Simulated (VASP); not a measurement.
The system is SiNi3.

```
Ni Si
1.0
     3.54200    0.00000    0.00000
     0.00000    3.54200    0.00000
     0.00000    0.00000    3.54200
Ni Si
3 1
Direct
  0.50000 0.50000 0.00000
  0.50000 0.00000 0.50000
  0.00000 0.50000 0.50000
  0.00000 0.00000 0.00000
```

```yaml
Program: VASP 6.6.1
Task: relaxation of cell and atoms
Functional: PBE
Potentials_or_basis: VASP PAW PBE potentials, release 64 (Ni, Si)
Cutoff: 600 eV
k_mesh: 8 × 8 × 8
Occupations: fermi-dirac, width 0.05 eV
Spin: collinear spin, ferromagnetic start
Starting_moments: "[1.0, 1.0, 1.0, 0.0] μB"
```

At the start: pressure -6.1 GPa; volume 11.11 Å³/atom.

Question: Where does the relaxation end?

Answer: Over 5 steps the energy falls by 6.5 meV/atom and the volume is 10.78 Å³/atom (-3.0 %); space group Pm-3m (No. 221, to 0.1 Å) before and after; moment 0.00 μB per cell.

The path:
```tsv
step	energy change (eV)	largest force (eV/Å)	pressure (GPa)	volume (Å³)
1	0.0000	0.0000	-6.06	44.44
2	0.0019	0.0000	6.42	41.79
3	-0.0259	0.0000	-0.26	43.14
4	-0.0259	0.0000	0.20	43.08
5	-0.0259	0.0000	0.06	43.11
```

Final structure:
```
Ni Si
1.0
     3.50640    0.00000    0.00000
     0.00000    3.50640    0.00000
     0.00000    0.00000    3.50640
Ni Si
3 1
Direct
  0.50000 0.50000 0.00000
  0.50000 0.00000 0.50000
  0.00000 0.50000 0.50000
  0.00000 0.00000 0.00000
```

Caveat: the moments typed at the start vanished in this run.
